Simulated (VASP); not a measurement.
# MnS (P6_3mc) in VASP: single point with r2SCAN+U

Aim: the single point of MnS with r2SCAN+U.

All numbers are computed with VASP 6.6.1; they aren't measurements. Logs are shortened: lines on timing, memory, paths and dates and some standing lists are left out, and cuts for length are marked.

**1. The cell of the first run**

It takes space group P6_3mc (No. 186, hexagonal). The conventional cell has a = 3.976 Å, b = 3.976 Å, c = 6.432 Å, α = 90.00°, β = 90.00°, γ = 120.00°. Mn (site symmetry 3m) has 4 S at 2.41 to 2.48 Å within 3.2 Å. Within 3.2 Å of S (site symmetry 3m) lie 4 Mn at 2.41 to 2.48 Å.

**2. Single point, r2SCAN+U, collinear spin, ferromagnetic start**

Input file POSCAR:

```
MnS
1.0
    3.9760016100      0.0000000000      0.0000000000
   -1.9880008000      3.4433184000      0.0000000000
    0.0000000000      0.0000000000      6.4320005000
Mn S
2 2
Direct
    0.3333333333      0.6666666667      0.0000000000
    0.6666666667      0.3333333333      0.5000000000
    0.3333333333      0.6666666667      0.3850000000
    0.6666666667      0.3333333333      0.8850000000
```

Input file INCAR.step1:

```
SYSTEM = MnS
PREC = Accurate
ENCUT = 520
ISMEAR = 0
SIGMA = 0.05
LREAL = .FALSE.
LASPH = .TRUE.
NELM = 150
ISPIN = 2
MAGMOM = 0.97 2.86 0.02 0.06
LMAXMIX = 4
LDAU = .TRUE.
LDAUTYPE = 1
LDAUL = 2 -1
LDAUU = 2 0
LDAUJ = 0.9 0
NBANDS = 31
GGA = PE
ALGO = Normal
EDIFF = 1E-4
LWAVE = .TRUE.
LCHARG = .FALSE.
```

Input file INCAR.step2:

```
SYSTEM = MnS
PREC = Accurate
ENCUT = 520
EDIFF = 1E-7
ISMEAR = 0
SIGMA = 0.05
LREAL = .FALSE.
LASPH = .TRUE.
NELM = 150
ALGO = Normal
ISIF = 2
LWAVE = .FALSE.
LCHARG = .FALSE.
ISPIN = 2
MAGMOM = 0.97 2.86 0.02 0.06
LORBIT = 11
LMAXMIX = 4
LDAU = .TRUE.
LDAUTYPE = 1
LDAUL = 2 -1
LDAUU = 2 0
LDAUJ = 0.9 0
LDAUPRINT = 1
METAGGA = R2SCAN
LMIXTAU = .TRUE.
NBANDS = 31
ISTART = 1
```

Input file KPOINTS:

```
Automatic mesh
0
G
  6 6 3
  0 0 0
```

Potentials or basis: VASP PAW PBE potentials, release 64 (Mn_pv, S).

Run with:

```
$ cat potpaw_PBE.64/Mn_pv/POTCAR potpaw_PBE.64/S/POTCAR > POTCAR
$ cp INCAR.step1 INCAR
$ mpirun -np 1 vasp_std > vasp.out
$ cp INCAR.step2 INCAR
$ mpirun -np 1 vasp_std > vasp.out
```

OUTCAR:

```text
SYSTEM = MnS
   PREC = Accurate
   ENCUT = 520
   EDIFF = 1E-7
   ISMEAR = 0
   LREAL = .FALSE.
   LASPH = .TRUE.
   NELM = 150
   ISIF = 2
   ISPIN = 2
   LORBIT = 11
   METAGGA = R2SCAN
   ISTART = 1

 ion  position               nearest neighbor table
   1  0.333  0.667  0.000-   4 2.41   4 2.41   4 2.41   3 2.48
   2  0.667  0.333  0.500-   3 2.41   3 2.41   3 2.41   4 2.48
   3  0.333  0.667  0.385-   2 2.41   2 2.41   2 2.41   1 2.48
   4  0.667  0.333  0.885-   1 2.41   1 2.41   1 2.41   2 2.48

  LATTYP: Found a hexagonal cell.
 ALAT       =     3.9760016100
 C/A-ratio  =     1.6177057081

  Lattice vectors:

 A1 = (   3.9760016100,   0.0000000000,   0.0000000000)
 A2 = (  -1.9880008000,   3.4433184000,   0.0000000000)
 A3 = (   0.0000000000,   0.0000000000,   6.4320005000)

Analysis of symmetry for initial positions (statically):
=====================================================================
 Subroutine PRICEL returns:
 Original cell was already a primitive cell.

 Routine SETGRP: Setting up the symmetry group for a
 hexagonal supercell.

 Subroutine GETGRP returns: Found 12 space group operations
 (whereof  6 operations were pure point group operations)
 out of a pool of 24 trial point group operations.

The static configuration has the point symmetry C_3v.
 The point group associated with its full space group is C_6v.

Analysis of symmetry for dynamics (positions and initial velocities):
=====================================================================
 Subroutine PRICEL returns:
 Original cell was already a primitive cell.

 Routine SETGRP: Setting up the symmetry group for a
 hexagonal supercell.

 Subroutine GETGRP returns: Found 12 space group operations
 (whereof  6 operations were pure point group operations)
 out of a pool of 24 trial point group operations.

The dynamic configuration has the point symmetry C_3v.
 The point group associated with its full space group is C_6v.

Analysis of structural, dynamic, and magnetic symmetry:
=====================================================================
 Subroutine PRICEL returns:
 Original cell was already a primitive cell.

 Routine SETGRP: Setting up the symmetry group for a
 hexagonal supercell.

 Subroutine GETGRP returns: Found  6 space group operations
 (whereof  6 operations were pure point group operations)
 out of a pool of 24 trial point group operations.

[... 201 lines left out ...]
  o =  0.9317  v =  0.6129  0.3676  0.0000 -0.3866 -0.5828  0.0000  0.0000  0.0000  0.0000  0.0000      0.0000  0.0000  0.0000  0.0000  0.0000  0.0000  0.0000  0.0000  0.0000  0.0000
  o =  0.9317  v =  0.5828 -0.3866  0.0000 -0.3676  0.6129  0.0000  0.0000  0.0000  0.0000  0.0000      0.0000  0.0000  0.0000  0.0000  0.0000  0.0000  0.0000  0.0000  0.0000  0.0000
  o =  0.9340  v = -0.0000 -0.0000  1.0000  0.0000  0.0000  0.0000  0.0000  0.0000  0.0000  0.0000      0.0000  0.0000  0.0000  0.0000  0.0000  0.0000  0.0000  0.0000  0.0000  0.0000

 number of electron      37.9999996 magnetization       9.9999998

 Free energy of the ion-electron system (eV)
  ---------------------------------------------------
  ext. energy  EPLUGINS =         0.00000000
  ---------------------------------------------------
  free energy    TOTEN  =       -49.14367413 eV

  energy without entropy =      -49.14367413  energy(sigma->0) =      -49.14367413

 E-fermi :   4.4955     XC(G=0):  -9.8408

 val. band max:        4.2481862903   @ k =   0.0000   0.0000   0.0000
 cond. band min:       5.4754618706   @ k =   0.5000   0.0000   0.0000
 fundamental gap:      1.2272755803
 Fermi energy:         4.4955027103

 spin component 1

 k-point     1 :       0.0000    0.0000    0.0000
  band No.  band energies     occupation
      1     -48.7846      1.00000
      2     -48.7814      1.00000
      3     -48.7719      1.00000
      4     -48.7718      1.00000
      5     -48.7714      1.00000
      6     -48.7713      1.00000
[... 567 lines left out ...]
     30      11.1189      0.00000
     31      13.2241      0.00000
 Fermi energy:         4.4955027103

 spin component 2

 k-point     1 :       0.0000    0.0000    0.0000
  band No.  band energies     occupation
      1     -42.5241      1.00000
      2     -42.5186      1.00000
      3     -42.5149      1.00000
      4     -42.5148      1.00000
      5     -42.5139      1.00000
      6     -42.5138      1.00000
[... 567 lines left out ...]
     30      12.6062      0.00000
     31      14.4073      0.00000

------------------------ aborting loop because EDIFF is reached ----------------------------------------

  FORCE on cell =-STRESS in cart. coord.  units (eV):
  Direction    XX          YY          ZZ          XY          YZ          ZX
  --------------------------------------------------------------------------------------
  -------------------------------------------------------------------------------------
  Total        1.8503094      1.8503094      0.5579249      0.0000000      0.0000000     -0.0000000
  in kB       33.6655044     33.6655044     10.1511803      0.0000000      0.0000000     -0.0000000
  external PRESSURE =      25.8273963 kB  Pullay stress =       0.0000000 kB

 VOLUME and BASIS-vectors are now :
 -----------------------------------------------------------------------------
  energy-cutoff  :      520.00
  volume of cell :       88.06
      direct lattice vectors                 reciprocal lattice vectors
     3.976001610  0.000000000  0.000000000     0.251508952  0.145208761  0.000000000
    -1.988000800  3.443318400  0.000000000     0.000000000  0.290417523  0.000000000
     0.000000000  0.000000000  6.432000500     0.000000000  0.000000000  0.155472625

 POSITION                                       TOTAL-FORCE (eV/Angst)
 -----------------------------------------------------------------------------------
      0.00000      2.29555      0.00000         0.000000      0.000000      0.228144
      1.98800      1.14777      3.21600        -0.000000     -0.000000      0.228125
      0.00000      2.29555      2.47632        -0.000000      0.000000     -0.228125
      1.98800      1.14777      5.69232         0.000000      0.000000     -0.228144
 -----------------------------------------------------------------------------------
    total drift:                               -0.000000     -0.000001      0.006263

  FREE ENERGIE OF THE ION-ELECTRON SYSTEM (eV)
  ---------------------------------------------------
  free  energy   TOTEN  =       -49.1436741320 eV

  energy  without entropy=      -49.1436741320  energy(sigma->0) =      -49.14367413

 total charge

# of ion       s       p       d       tot
------------------------------------------
    1        0.271   6.211   4.875  11.357
    2        0.271   6.211   4.875  11.357
    3        1.301   2.508   0.000   3.809
    4        1.301   2.508   0.000   3.809
--------------------------------------------------
tot          3.145  17.437   9.751  30.333

 magnetization (x)

# of ion       s       p       d       tot
------------------------------------------
    1        0.047   0.063   4.408   4.518
    2        0.047   0.063   4.408   4.518
    3        0.011   0.047   0.000   0.059
    4        0.011   0.047   0.000   0.059
--------------------------------------------------
tot          0.118   0.220   8.815   9.153
```

OUTCAR.step1:

```text
SYSTEM = MnS
   PREC = Accurate
   ENCUT = 520
   ISMEAR = 0
   LREAL = .FALSE.
   LASPH = .TRUE.
   NELM = 150
[... 1403 lines left out ...]
      1.98800      1.14777      3.21600        -0.000000      0.000000      0.214229
      0.00000      2.29555      2.47632         0.000000      0.000000     -0.200404
      1.98800      1.14777      5.69232        -0.000000      0.000000     -0.214122
 -----------------------------------------------------------------------------------
    total drift:                               -0.000000     -0.000001      0.002501

  FREE ENERGIE OF THE ION-ELECTRON SYSTEM (eV)
  ---------------------------------------------------
  free  energy   TOTEN  =       -27.4677147564 eV

  energy  without entropy=      -27.4677147516  energy(sigma->0) =      -27.46771475
```

OSZICAR.step1:

```text
N       E                     dE             d eps       ncg     rms          rms(c)
DAV:   1     0.367937585501E+03    0.36794E+03   -0.20578E+04  2228   0.125E+03
DAV:   2    -0.376700168941E+00   -0.36831E+03   -0.35115E+03  2185   0.359E+02
DAV:   3    -0.259920889120E+02   -0.25615E+02   -0.25081E+02  2528   0.102E+02
[... 10 lines left out ...]
DAV:  14    -0.274587824466E+02   -0.52246E-01   -0.44157E-02  2482   0.209E+00    0.101E+00
DAV:  15    -0.274646635728E+02   -0.58811E-02   -0.11001E-02  2444   0.787E-01    0.801E-01
DAV:  16    -0.274644373137E+02    0.22626E-03   -0.10158E-03  2510   0.289E-01    0.698E-01
DAV:  17    -0.274674712331E+02   -0.30339E-02   -0.94467E-04  2705   0.438E-01    0.217E-01
DAV:  18    -0.274677094624E+02   -0.23823E-03   -0.47044E-04  2078   0.195E-01    0.938E-02
DAV:  19    -0.274677147564E+02   -0.52940E-05   -0.10503E-04  1598   0.886E-02
   1 F= -.27467715E+02 E0= -.27467715E+02  d E =-.473779E-08  mag=    10.0056
```

It took 5.9 min on 1 thread of Intel Xeon Platinum 8259CL at 2.50GHz (Skylake/Cascade Lake), shared host; peak memory 0.28 GiB.

Results:

- Free energy: -49.1437 eV
- Pressure: 2.6 GPa
- Largest force: 0.228 eV/Å
- Band gap on the k mesh: 1.23 eV (least direct gap 1.52 eV)
- Net moment: 10.00 μB per cell
- Site moments: Mn +4.52; S +0.06 μB
- Valence electrons inside the program's atomic spheres: Mn 11.36; S 3.81

Forces in eV/Å, atoms in the order of the input:
```
Mn   0.000  0.000  0.228
Mn   0.000  0.000  0.228
S    0.000  0.000 -0.228
S    0.000  0.000 -0.228
```

Levels at points of the mesh, in eV from the valence-band top:
Spin up:
```tsv
k point	band 22	band 23	band 24	band 25	band 26	band 27
(0.00, 0.00, 0.00)	-0.20	0.00	0.00	1.52	3.06	6.21
(0.50, 0.00, 0.00)	-2.53	-1.53	-1.13	3.75	4.08	4.60
```
Spin down:
```csv
k point,band 10,band 11,band 12,band 13,band 14,band 15,band 16,band 17,band 18,band 19
"(0.00, 0.00, 0.00)",-3.17,-3.17,-3.08,-3.08,-2.87,2.07,2.07,2.43,2.68,2.68
"(0.50, 0.00, 0.00)",-4.54,-3.92,-3.35,-3.20,-3.02,1.23,1.72,2.01,2.42,2.45
```

Eigenvalues of the final occupation matrices:
```tsv
site	spin	trace	eigenvalues
site 1 d	1	4.65	0.93 0.93 0.93 0.93 0.93
site 1 d	2	0.24	0.02 0.02 0.07 0.07 0.07
site 2 d	1	4.65	0.93 0.93 0.93 0.93 0.93
site 2 d	2	0.24	0.02 0.02 0.07 0.07 0.07
```

Caveat: the PAW data sets were made with another functional, which shifts forces and pressure a little; an odd mesh through Γ misses points on the zone boundary, where band edges can lie; only a ferromagnetic start was run, and an antiferromagnetic order may lie lower in energy.
